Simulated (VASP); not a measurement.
Here is a VASP 6.6.1 calculation.

Contents of INCAR:

```
PREC = Accurate
ENCUT = 520
EDIFF = 1E-6
ISMEAR = -1
SIGMA = 0.02
LREAL = False
LASPH = True
NELM = 80
ALGO = Normal
ISIF = 2
LWAVE = False
LCHARG = False
GGA = PE
NBANDS = 55
```

Contents of KPOINTS:

```
regular mesh
0
Gamma
  6 6 6
```

The input POSCAR:

```
In2O3
1.0
    2.6988265574      1.5581682395      4.9597255893
   -2.6988265574      1.5581682395      4.9597255893
    0.0000000000     -3.1163364788      4.9597255894
In O
4 6
Direct
    0.6447018050      0.6447018050      0.6447018050
    0.8552981950      0.8552981950      0.8552981950
    0.3552981950      0.3552981950      0.3552981950
    0.1447018050      0.1447018050      0.1447018050
    0.0472387417      0.7500000000      0.4527612583
    0.7500000000      0.4527612583      0.0472387417
    0.4527612583      0.0472387417      0.7500000000
    0.9527612583      0.2500000000      0.5472387417
    0.5472387417      0.9527612583      0.2500000000
    0.2500000000      0.5472387417      0.9527612583
```

Potentials or basis: VASP PAW PBE potentials, release 64 (In_d, O).

Command:

```sh
$ cat potpaw_PBE.64/In_d/POTCAR potpaw_PBE.64/O/POTCAR > POTCAR
$ mpirun -np 1 vasp_std > vasp.out
```

Problem. What does it give for the pressure?

Solution. 11.5 GPa.

Problem. Predict the largest force.

Solution. 0.082 eV/Å.

Stress tensor (GPa, compression positive):
```
13.79  0.00  0.00
 0.00 13.79  0.00
 0.00  0.00  6.81
```

Caveat: the cell differs from its parent crystal (epitaxial xy strain -2.0%).
